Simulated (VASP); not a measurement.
# N (P2_13) in VASP: single point with PBE

Aim: the single point of N with PBE.

Everything below comes from runs of VASP 6.6.1. Logs are shortened: lines on timing, memory, paths and dates and some standing lists are left out, and cuts for length are marked.

**1. The cell of the first run**

The typed cell holds 8 atoms: a = 5.473 Å, b = 5.473 Å, c = 5.473 Å, α = 90.00°, β = 90.00°, γ = 90.00°.

**2. Single point, PBE**

INCAR reads:

```
ALGO = Normal ; EDIFF = 1E-6
ENCUT = 1330 ; GGA = PE
GGA_COMPAT = F ; ISIF = 2
ISMEAR = -1 ; LASPH = T
LCHARG = F ; LREAL = F
LWAVE = F ; NBANDS = 30
NELM = 120 ; PREC = Accurate
SIGMA = 0.02
```

KPOINTS reads:

```
k-points
0
Gamma
  6 6 6
```

POSCAR reads:

```
N
1.0
    5.4729841586      0.0000000000      0.0000000000
    0.0000000000      5.4729841586      0.0000000000
    0.0000000000      0.0000000000      5.4729841586
N
8
Direct
    0.0575336933      0.0575336933      0.0575336933
    0.4424663067      0.9424663067      0.5575336933
    0.5575336933      0.4424663067      0.9424663067
    0.9424663067      0.5575336933      0.4424663067
    0.9422232621      0.9422232621      0.9422232621
    0.5577767379      0.0577767379      0.4422232621
    0.4422232621      0.5577767379      0.0577767379
    0.0577767379      0.4422232621      0.5577767379
```

Potentials or basis: VASP PAW PBE potentials, release 64 (N_h).

On the command line:

```bash
> cat potpaw_PBE.64/N_h/POTCAR > POTCAR
> mpirun -np 1 vasp_std > vasp.out
```

OUTCAR:

```text
EDIFF = 1E-6
   ENCUT = 1330
   GGA = PE
   ISIF = 2
   ISMEAR = -1
   LASPH = T
   LREAL = F
   NELM = 120
   PREC = Accurate

 ion  position               nearest neighbor table
   1  0.058  0.058  0.058-   5 1.09
   2  0.442  0.942  0.558-   6 1.09
   3  0.558  0.442  0.942-   7 1.09
   4  0.942  0.558  0.442-   8 1.09
   5  0.942  0.942  0.942-   1 1.09
   6  0.558  0.058  0.442-   2 1.09
   7  0.442  0.558  0.058-   3 1.09
   8  0.058  0.442  0.558-   4 1.09

  LATTYP: Found a simple cubic cell.
 ALAT       =     5.4729841586

  Lattice vectors:

 A1 = (   5.4729841586,   0.0000000000,   0.0000000000)
 A2 = (   0.0000000000,   5.4729841586,   0.0000000000)
 A3 = (   0.0000000000,   0.0000000000,   5.4729841586)

Analysis of symmetry for initial positions (statically):
=====================================================================
 Subroutine PRICEL returns:
 Original cell was already a primitive cell.

 Routine SETGRP: Setting up the symmetry group for a
 simple cubic supercell.

 Subroutine GETGRP returns: Found 12 space group operations
 (whereof  3 operations were pure point group operations)
 out of a pool of 48 trial point group operations.

The static configuration has the point symmetry C_3 .
 The point group associated with its full space group is T   .

Analysis of symmetry for dynamics (positions and initial velocities):
=====================================================================
 Subroutine PRICEL returns:
 Original cell was already a primitive cell.

 Routine SETGRP: Setting up the symmetry group for a
 simple cubic supercell.

 Subroutine GETGRP returns: Found 12 space group operations
 (whereof  3 operations were pure point group operations)
 out of a pool of 48 trial point group operations.

The dynamic configuration has the point symmetry C_3 .
 The point group associated with its full space group is T   .

 Subroutine INISYM returns: Found 12 space group operations
 (whereof  3 operations are pure point group operations),
 and found     1 'primitive' translations

----------------------------------------------------------------------------------------

                                     Primitive cell

  volume of cell :     163.9353

  direct lattice vectors                    reciprocal lattice vectors
     5.472984159  0.000000000  0.000000000     0.182715676  0.000000000  0.000000000
     0.000000000  5.472984159  0.000000000     0.000000000  0.182715676  0.000000000
     0.000000000  0.000000000  5.472984159     0.000000000  0.000000000  0.182715676

  length of vectors
     5.472984159  5.472984159  5.472984159     0.182715676  0.182715676  0.182715676

  position of ions in fractional coordinates (direct lattice)
     0.057533693  0.057533693  0.057533693
     0.442466307  0.942466307  0.557533693
     0.557533693  0.442466307  0.942466307
     0.942466307  0.557533693  0.442466307
     0.942223262  0.942223262  0.942223262
     0.557776738  0.057776738  0.442223262
     0.442223262  0.557776738  0.057776738
     0.057776738  0.442223262  0.557776738

  ion indices of the primitive-cell ions
   primitive index   ion index
                 1           1
                 2           2
                 3           3
                 4           4
                 5           5
                 6           6
                 7           7
                 8           8

----------------------------------------------------------------------------------------

 KPOINTS: k-points

Automatic generation of k-mesh.
 Grid dimensions read from file:
 generate k-points for:    6    6    6

 Generating k-lattice:

  Cartesian coordinates                     Fractional coordinates (reciprocal lattice)
     0.030452613  0.000000000  0.000000000     0.166666667  0.000000000  0.000000000
     0.000000000  0.030452613  0.000000000     0.000000000  0.166666667  0.000000000
     0.000000000  0.000000000  0.030452613     0.000000000  0.000000000  0.166666667

  Length of vectors
     0.030452613  0.030452613  0.030452613

  Shift w.r.t. Gamma in fractional coordinates (k-lattice)
     0.000000000  0.000000000  0.000000000

 Subroutine IBZKPT returns following result:
 ===========================================

 Found     24 irreducible k-points:

 Following reciprocal coordinates:
            Coordinates               Weight
  0.000000  0.000000  0.000000      1.000000
  0.166667  0.000000  0.000000      6.000000
  0.333333  0.000000  0.000000      6.000000
  0.500000  0.000000  0.000000      3.000000
  0.166667  0.166667  0.000000     12.000000
  0.333333  0.166667  0.000000     12.000000
[... 16 lines left out ...]
  0.500000  0.500000  0.333333      6.000000
  0.500000  0.500000  0.500000      1.000000
   k-points           NKPTS =     24   k-points in BZ     NKDIM =     24   number of bands    NBANDS=     30
   number of dos      NEDOS =    301   number of ions     NIONS =      8
   total plane-waves  NPLWV = 343000
   dimension x,y,z NGX =    70 NGY =   70 NGZ =   70
   dimension x,y,z NGXF=   140 NGYF=  140 NGZF=  140
   ions per type =               8
   NGX,Y,Z   is equivalent  to a cutoff of  21.26, 21.26, 21.26 a.u.
   NGXF,Y,Z  is equivalent  to a cutoff of  42.53, 42.53, 42.53 a.u.
 SYSTEM =  unknown system
   PREC   = accura    normal or accurate (medium, high low for compatibility)
   ISTART =      0    job   : 0-new  1-cont  2-samecut
   ICHARG =      2    charge: 1-file 2-atom 10-const
   ISPIN  =      1    spin polarized calculation?
   LNONCOLLINEAR =      F non collinear calculations
   LSORBIT =      F    spin-orbit coupling
   LASPH  =      T    aspherical Exc in radial PAW
   ENCUT  = 1330.0 eV  97.75 Ry    9.89 a.u.  16.27 16.27 16.27*2*pi/ulx,y,z
   NELM   =    120;   NELMIN=  2; NELMDL= -5     # of ELM steps
   EDIFF  = 0.1E-05   stopping-criterion for ELM
   LREAL  =      F    real-space projection
   EDIFFG = 0.1E-04   stopping-criterion for IOM
   NSW    =      0    number of steps for IOM
   IBRION =     -1    ionic relax: 0-MD 1-quasi-New 2-CG
   NFREE  =      0    steps in history (QN), initial steepest desc. (CG)
   ISIF   =      2    stress and relaxation
   ISYM   =      2    0-nonsym 1-usesym 2-fastsym
   POTIM  = 0.5000    time-step for ionic-motion
   TEBEG  =    0.0;   TEEND  =   0.0 temperature during run
   PSTRESS=    0.0 pullay stress
   NELECT =      40.0000    total number of electrons
   NUPDOWN=      -1.0000    fix difference up-down
   EMIN   =  10.00;   EMAX   =-10.00  energy-range for DOS
   EFERMI =   0.00;   METHOD = LEGACY
   ISMEAR =    -1;   SIGMA  =   0.02  broadening in eV -4-tet -1-fermi 0-gaus
   EFERMI_NEDOS =   21; number of points for ismear=-14 and -15
   IALGO  =     38    algorithm
   IMIX   =      4    mixing-type and parameters
     AMIX     =   0.40;   BMIX     =  1.00
     AMIX_MAG =   1.60;   BMIX_MAG =  1.00
  volume/ion in A,a.u.               =      20.49       138.29
  Fermi-wavevector in a.u.,A,eV,Ry     =   1.022988  1.933167 14.238564  1.046505
  Thomas-Fermi vector in A             =   2.156697
   LORBIT       =      0    0 simple, 1 ext, 2 COOP (PROOUT), +10 PAW based schemes
   GGA     = PE    functional components
   LHFCALC =     F    Hartree Fock is set to
   AEXX    =    0.0000 exact exchange contribution
   IVDW    =     0    specifies the selected vdW correction
   LEPSILON=     F    determine dielectric tensor
   LRPA    =     F    only Hartree local field effects (RPA)
 non-spin polarized calculation
  energy-cutoff  :     1330.00
  volume of cell :      163.94
 maximum number of plane-waves:     18080
 NGX is ok and might be reduce to    70
   NGX = 33   NGY = 33   NGZ = 33

 number of electron      40.0000000 magnetization

 Free energy of the ion-electron system (eV)
  ---------------------------------------------------
  ext. energy  EPLUGINS =         0.00000000
  ---------------------------------------------------
  free energy    TOTEN  =       -67.23199606 eV

  energy without entropy =      -67.23199606  energy(sigma->0) =      -67.23199606

 E-fermi :  -5.3428     XC(G=0):  -6.8045

 val. band max:       -5.8345962226   @ k =   0.5000   0.0000   0.0000
 cond. band min:       1.5175261306   @ k =   0.0000   0.0000   0.0000
 fundamental gap:      7.3521223533
 Fermi energy:        -5.3427539307

 k-point     1 :       0.0000    0.0000    0.0000
  band No.  band energies     occupation
      1     -24.1880      2.00000
      2     -24.1110      2.00000
      3     -24.1110      2.00000
      4     -24.1110      2.00000
      5      -9.4174      2.00000
      6      -9.4174      2.00000
[... 22 lines left out ...]
     29       5.7687      0.00000
     30       8.6751      0.00000

 k-point     2 :       0.1667    0.0000    0.0000
  band No.  band energies     occupation
      1     -24.1829      2.00000
      2     -24.1161      2.00000
      3     -24.1109      2.00000
      4     -24.1109      2.00000
      5      -9.4123      2.00000
      6      -9.4106      2.00000
[... 22 lines left out ...]
     29       5.8180      0.00000
     30       7.9901      0.00000

 k-point     3 :       0.3333    0.0000    0.0000
  band No.  band energies     occupation
      1     -24.1688      2.00000
      2     -24.1302      2.00000
      3     -24.1108      2.00000
      4     -24.1108      2.00000
      5      -9.4007      2.00000
      6      -9.3976      2.00000
[... 22 lines left out ...]
     29       6.0209      0.00000
     30       7.1352      0.00000

 k-point     4 :       0.5000    0.0000    0.0000
  band No.  band energies     occupation
      1     -24.1495      2.00000
      2     -24.1495      2.00000
      3     -24.1108      2.00000
      4     -24.1108      2.00000
      5      -9.3929      2.00000
      6      -9.3929      2.00000
[... 22 lines left out ...]
     29       6.4573      0.00000
     30       6.4573      0.00000

 k-point     5 :       0.1667    0.1667    0.0000
  band No.  band energies     occupation
      1     -24.1781      2.00000
      2     -24.1158      2.00000
      3     -24.1157      2.00000
      4     -24.1112      2.00000
      5      -9.4104      2.00000
      6      -9.3991      2.00000
[... 22 lines left out ...]
     29       5.8689      0.00000
     30       7.9777      0.00000
[... 526 lines left out ...]
     29       6.5307      0.00000
     30       7.3232      0.00000

 k-point    22 :       0.5000    0.3333    0.3333
  band No.  band energies     occupation
      1     -24.1346      2.00000
      2     -24.1346      2.00000
      3     -24.1249      2.00000
      4     -24.1249      2.00000
      5      -9.4088      2.00000
      6      -9.4088      2.00000
[... 22 lines left out ...]
     29       6.9039      0.00000
     30       6.9039      0.00000

 k-point    23 :       0.5000    0.5000    0.3333
  band No.  band energies     occupation
      1     -24.1297      2.00000
      2     -24.1297      2.00000
      3     -24.1297      2.00000
      4     -24.1297      2.00000
      5      -9.4081      2.00000
      6      -9.4081      2.00000
[... 22 lines left out ...]
     29       7.2079      0.00000
     30       7.2082      0.00000

 k-point    24 :       0.5000    0.5000    0.5000
  band No.  band energies     occupation
      1     -24.1296      2.00000
      2     -24.1296      2.00000
      3     -24.1296      2.00000
      4     -24.1296      2.00000
      5      -9.4212      2.00000
      6      -9.4212      2.00000
[... 22 lines left out ...]
     29       7.3165      0.00000
     30       7.3165      0.00000

------------------------ aborting loop because EDIFF is reached ----------------------------------------

  FORCE on cell =-STRESS in cart. coord.  units (eV):
  Direction    XX          YY          ZZ          XY          YZ          ZX
  --------------------------------------------------------------------------------------
  -------------------------------------------------------------------------------------
  Total        2.7066095      2.7066095      2.7066095     -0.0000000      0.0000000     -0.0000000
  in kB       26.4523102     26.4523102     26.4523102     -0.0000000      0.0000000     -0.0000000
  external PRESSURE =      26.4523102 kB  Pullay stress =       0.0000000 kB

 VOLUME and BASIS-vectors are now :
 -----------------------------------------------------------------------------
  energy-cutoff  :     1330.00
  volume of cell :      163.94
      direct lattice vectors                 reciprocal lattice vectors
     5.472984159  0.000000000  0.000000000     0.182715676  0.000000000  0.000000000
     0.000000000  5.472984159  0.000000000     0.000000000  0.182715676  0.000000000
     0.000000000  0.000000000  5.472984159     0.000000000  0.000000000  0.182715676

 POSITION                                       TOTAL-FORCE (eV/Angst)
 -----------------------------------------------------------------------------------
      0.31488      0.31488      0.31488         0.715660      0.715660      0.715660
      2.42161      5.15810      3.05137        -0.715660     -0.715660      0.715660
      3.05137      2.42161      5.15810         0.715660     -0.715660     -0.715660
      5.15810      3.05137      2.42161        -0.715660      0.715660     -0.715660
      5.15677      5.15677      5.15677        -0.715421     -0.715421     -0.715421
      3.05270      0.31621      2.42028         0.715421      0.715421     -0.715421
      2.42028      3.05270      0.31621        -0.715421      0.715421      0.715421
      0.31621      2.42028      3.05270         0.715421     -0.715421      0.715421
 -----------------------------------------------------------------------------------
    total drift:                                0.000000      0.000000      0.000000

  FREE ENERGIE OF THE ION-ELECTRON SYSTEM (eV)
  ---------------------------------------------------
  free  energy   TOTEN  =       -67.2319960577 eV

  energy  without entropy=      -67.2319960577  energy(sigma->0) =      -67.23199606
```

Wall time 7.4 min (1 thread of AMD EPYC 7R43 (Zen 3), shared host); peak memory 0.83 GiB.

Results:

```
Free energy            : -67.2320 eV
Pressure               : 2.6 GPa
Largest force          : 1.240 eV/Å
Band gap on the k mesh : 7.35 eV (least direct gap 7.39 eV)
```

Forces on the atoms (eV/Å):
```
N    0.716  0.716  0.716
N   -0.716 -0.716  0.716
N    0.716 -0.716 -0.716
N   -0.716  0.716 -0.716
N   -0.715 -0.715 -0.715
N    0.715  0.715 -0.715
N   -0.715  0.715  0.715
N    0.715 -0.715  0.715
```

Caveat: this functional lacks dispersion, which holds the molecules together, so the pressure and a relaxed volume are unreliable; forces of over 1 eV/Å act on the atoms, so gaps and moduli don't describe the material at rest. A k mesh can miss the band edges.
